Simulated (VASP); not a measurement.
B:

```xyz
8
Lattice="-1.4335 2.6863 0.0004 0.0135 0.0070 -3.3004 -4.3263 -2.7005 0.0239" Properties=species:S:1:pos:R:3 pbc="T T T"
B    -4.3581   -1.0133   -1.2115
B    -1.4496   -0.7930   -1.3830
B    -2.9571   -0.8855   -0.3709
B    -1.4266    1.8873   -0.1912
B    -4.1412    0.7487   -2.1041
B    -1.2918    0.8584   -2.0096
B    -4.3138   -1.7207   -2.9161
B    -3.0473    0.8894   -2.9180
```

```yaml
Program: VASP 6.6.1
Task: relaxation of cell and atoms
Functional: PBE
Potentials_or_basis: VASP PAW PBE potentials, release 64 (B)
Cutoff: 600 eV
k_mesh: 8 × 8 × 6
Occupations: gaussian, width 0.1 eV
Spin: no spin polarisation
```

At the start: pressure 17.9 GPa; volume 6.39 Å³/atom.

Task: Where does the relaxation end?

Result: Over 20 steps the energy falls by 357.0 meV/atom and the volume is 6.38 Å³/atom (-0.1 %); space group P1 (No. 1, to 0.1 Å) before, Cmce (No. 64, to 0.1 Å).

Step by step:
```tsv
step	energy change (eV)	largest force (eV/Å)	pressure (GPa)	volume (Å³)
1	0.0000	11.6796	17.86	51.13
2	-0.8420	4.8645	-6.82	56.45
3	-2.2372	2.0307	-8.50	53.39
4	-2.2446	2.0704	-8.22	53.31
5	-2.2515	2.1647	-7.44	53.11
6	-2.7140	1.2275	-0.14	51.34
7	-2.7146	1.2649	0.25	51.27
8	-2.8192	0.3497	0.54	51.02
9	-2.8194	0.3742	0.59	51.00
10	-2.8474	0.1844	0.03	51.10
11	-2.8494	0.1805	-0.12	51.14
12	-2.8544	0.0754	-0.14	51.12
13	-2.8545	0.0675	-0.14	51.12
14	-2.8553	0.0364	0.05	51.08
15	-2.8554	0.0491	0.17	51.05
16	-2.8557	0.0300	-0.05	51.09
17	-2.8558	0.0317	-0.16	51.11
18	-2.8560	0.0206	-0.01	51.08
19	-2.8560	0.0296	0.07	51.06
20	-2.8562	0.0098	0.01	51.07
```

Final structure:
```
B
1.0
    -1.46958    2.66256   -0.00039
     0.00067   -0.00007   -3.26512
    -4.40582   -2.65989   -0.00092
B
8
Direct
  0.51742 0.41001 0.82900
  0.01695 0.41013 0.32903
  0.26733 0.09001 0.57898
  0.76710 0.08994 0.07893
  0.98309 0.58999 0.67099
  0.48265 0.58987 0.17103
  0.23271 0.90990 0.92109
  0.73276 0.91016 0.42097
```
